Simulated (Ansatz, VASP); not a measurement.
**One calculation of Ag, two programs**

POSCAR

```
Ag
1.0
   -1.5728713000      1.5728713000      1.5728713000
    1.5728713000     -1.5728713000      1.5728713000
    1.5728713000      1.5728713000     -1.5728713000
Ag
1
Direct
    0.0000000000      0.0000000000      0.0000000000
```

The input INCAR.step1:

```
  ALGO = Normal
  EDIFF = 1E-4
  ENCUT = 520
  GGA = PE
  ISMEAR = 0
  LASPH = True
  LCHARG = False
  LREAL = False
  LWAVE = True
  NBANDS = 12
  NELM = 80
  PREC = Accurate
  SIGMA = 0.15
```

File INCAR.step2:

```
  ALGO = Normal
  EDIFF = 1E-7
  ENCUT = 520
  ISIF = 2
  ISMEAR = 0
  ISTART = 1
  LASPH = True
  LCHARG = True
  LELF = True
  LMIXTAU = True
  LREAL = False
  LVHAR = True
  LWAVE = False
  METAGGA = R2SCAN
  NBANDS = 12
  NELM = 80
  PREC = Accurate
  SIGMA = 0.15
```

File KPOINTS:

```
k-points
0
Gamma
  20 20 20
```

Input for Ansatz:

```yaml
crystal:
  lattice:
    - [-1.5728713, 1.5728713, 1.5728713]
    - [1.5728713, -1.5728713, 1.5728713]
    - [1.5728713, 1.5728713, -1.5728713]
  atoms:
    - { symbol: Ag, position: [0.0, 0.0, 0.0] }
basis:
  ecutwfc: 500
kpoints:
  mp_grid: { grid: [20, 20, 20] }
hamiltonian:
  xc: r2scan
scf:
  occupations: { method: gaussian, width: 0.15 }
output:
  forces: true
  stress: true
  eigenvalues: true
```

Change from the starting cell: strain -0.050 along x and y, -0.050 along z, atoms carried along.

Alike in both runs: task single point; functional r2SCAN; k mesh 20 × 20 × 20; occupations gaussian, width 0.15 eV; no spin polarisation.

```csv
,VASP,Ansatz
version,VASP 6.6.1,Ansatz 0.2.0
potentials or method,"VASP PAW PBE potentials, release 64 (Ag), cutoff 520 eV","scalar-relativistic, plane waves, PAW"
valence electrons in the cell,11,19
```

```csv
,VASP,Ansatz,Ansatz less VASP
gap on the k mesh at the Fermi level (eV),none,none,-
pressure (GPa),15.9,15.5,-0.37
```

VASP's potentials were made for PBE, not for r2SCAN. A gap of «none» marks a metal or a gap that the smearing closes. VASP's potentials hold 11 valence electrons a cell and Ansatz's 19, so a difference there can come from the potentials and not from the codes.
